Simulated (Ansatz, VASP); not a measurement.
**Sr: VASP beside Ansatz**

```
CELL_PARAMETERS angstrom
0.00000 4.69018 4.69018
4.69018 0.00000 4.69018
4.69018 4.69018 0.00000
ATOMIC_POSITIONS crystal
Sr 0.25000 0.25000 0.25000
Sr 0.75000 0.75000 0.75000
Sr 0.50000 0.50000 0.50000
```

Alike in both runs: task relaxation of cell and atoms; functional PBE; k mesh 10 × 10 × 10; occupations gaussian, width 0.1 eV; no spin polarisation.

|  | VASP | Ansatz |
| --- | --- | --- |
| version | VASP 6.6.1 | Ansatz 0.2.0 |
| potentials or method | VASP PAW PBE potentials, release 64 (Sr_sv), cutoff 600 eV | scalar-relativistic, plane waves, PAW |
| valence electrons in the cell | 30 | 30 |

```csv
,VASP,Ansatz,Ansatz less VASP
"gap on the k mesh at the Fermi level, each at its own relaxed structure (eV)",none,none,-
relaxed volume (Å³/atom),69.71,69.70,-0.009
relaxed length of the cell vector where the two differ most in proportion (Å),6.663,6.662,-0.0003
```

A gap of «none» marks a metal or a gap that the smearing closes.
